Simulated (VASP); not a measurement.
Set up this calculation in VASP 6.6.1, as the native input.

- Task: single point
- Functional: LDA
- Potentials or basis: VASP PAW LDA potentials, release 64 (Ta_sv_GW, C)
- Cutoff: 600 eV
- k mesh: 15 × 15 × 8
- Occupations: gaussian, width 0.1 eV
- Spin: no spin polarisation
- Dipole correction: no
- Second run: valence_matched
- Further INCAR settings: ALGO = Normal; EDIFF = 1e-06; NBANDS = 22

The structure of Ta2C lies in POSCAR:

```
Ta2C
1.0
    3.0762043040      0.0000000000      0.0000000000
   -1.5381021520      2.6640710745      0.0000000000
    0.0000000000      0.0000000000      4.8904599662
Ta C
2 1
Direct
    0.3333333333      0.6666666667      0.2532304383
    0.6666666667      0.3333333333      0.7467695617
    0.0000000000      0.0000000000      0.0000000000
```

One way to write it, as run:

INCAR

```
SYSTEM = Ta2C
ALGO = Normal
EDIFF = 1E-6
ENCUT = 600
GGA_COMPAT = .False.
ISIF = 2
ISMEAR = 0
LASPH = .True.
LCHARG = .False.
LREAL = .False.
LWAVE = .False.
NBANDS = 22
NELM = 120
PREC = Accurate
SIGMA = 0.1
```

KPOINTS

```
k-points
0
Gamma
  15 15 8
  0 0 0
```

Potentials or basis: VASP PAW LDA potentials, release 64 (Ta_sv_GW, C).

The run is started by

```bash
$ cat potpaw_LDA.64/Ta_sv_GW/POTCAR potpaw_LDA.64/C/POTCAR > POTCAR
$ mpirun -np 1 vasp_std > vasp.out
```

Results of the run:

```
Pressure               : 0.9 GPa
Largest force          : 0.053 eV/Å
Band gap on the k mesh : zero (band 15 reaches 11.53 eV, above the bottom of band 16 at 10.71 eV)
```

Caveat: spin-orbit coupling is left out, which moves the levels of the heavy elements.

Run time: 93 s on 1 thread of Intel(R) Xeon(R) 6975P-C (Granite Rapids) (shared host), peak memory 0.32 GiB.
